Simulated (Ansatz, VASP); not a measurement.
## TeAs2: VASP beside Ansatz

```
Te As
1.0
     4.10749    0.00000    0.00000
    -2.05375    3.55719    0.00000
     0.00000    0.00000   13.14903
Te As
2 4
Direct
  0.00000 0.00000 0.00000
  0.00000 0.00000 0.50000
  0.33333 0.66667 0.12680
  0.66667 0.33333 0.87320
  0.33333 0.66667 0.37320
  0.66667 0.33333 0.62680
```

Alike in both runs: task relaxation of cell and atoms; functional PBE; dispersion D3(BJ); k mesh 6 × 6 × 2; occupations gaussian, width 0.1 eV; no spin polarisation.

|  | VASP | Ansatz |
| --- | --- | --- |
| version | VASP 6.6.1 | Ansatz 0.2.0 |
| potentials or method | VASP PAW PBE potentials, release 64 (Te, As), cutoff 600 eV | scalar-relativistic, plane waves, PAW |
| valence electrons in the cell | 32 | 92 |

Ansatz gave:

- gap on the k mesh at the Fermi level, each at its own relaxed structure (eV): none
- relaxed volume (Å³/atom): 27.42
- relaxed cell length with the largest relative difference (Å): 4.043

Estimate VASP's values.

gap on the k mesh at the Fermi level, each at its own relaxed structure (eV): none; relaxed volume (Å³/atom): 27.22; relaxed cell length with the largest relative difference (Å): 4.015.

A gap of «none» marks a metal or a gap that the smearing closes. VASP's potentials hold 32 valence electrons a cell and Ansatz's 92, so a difference there can come from the potentials and not from the codes.

Neither program's run includes spin-orbit coupling.
